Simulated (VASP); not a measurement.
A run of VASP 6.6.1 is set up as follows.

Contents of INCAR:

```
ALGO = Normal
EDIFF = 1E-7
ENCUT = 520
GGA = PE
ISIF = 2
ISMEAR = 0
LASPH = T
LCHARG = F
LREAL = F
LWAVE = F
NBANDS = 50
NELM = 100
PREC = Accurate
SIGMA = 0.1
```

The input KPOINTS:

```
k-points
0
Gamma
  4 4 4
```

File POSCAR:

```
InSb2As3
1.0
    0.0000000000      6.0190044096      6.0190044096
    6.0190044096      0.0000000000      6.0190044096
    6.0190044096      6.0190044096      0.0000000000
In Sb As
2 4 6
Direct
    0.0000000000      0.0000000000      0.0000000000
    0.2500000000      0.2500000000      0.2500000000
    0.6250000000      0.6250000000      0.6250000000
    0.6250000000      0.6250000000      0.1250000000
    0.6250000000      0.1250000000      0.6250000000
    0.1250000000      0.6250000000      0.6250000000
    0.1250000000      0.1250000000      0.1250000000
    0.1250000000      0.1250000000      0.6250000000
    0.1250000000      0.6250000000      0.1250000000
    0.6250000000      0.1250000000      0.1250000000
    0.7500000000      0.7500000000      0.7500000000
    0.5000000000      0.5000000000      0.5000000000
```

Potentials or basis: VASP PAW PBE potentials, release 64 (In_d, Sb, As).

Command:

```console
$ cat potpaw_PBE.64/In_d/POTCAR potpaw_PBE.64/Sb/POTCAR potpaw_PBE.64/As/POTCAR > POTCAR
$ mpirun -np 1 vasp_std > vasp.out
```

Problem. Estimate the band gap on the k mesh.

Solution. Zero (band 38 reaches 2.76 eV, above the bottom of band 39 at 2.60 eV).

Problem. Estimate the pressure.

Solution. 0.1 GPa.

Caveat: spin-orbit coupling is left out, which moves the levels of the heavy elements.
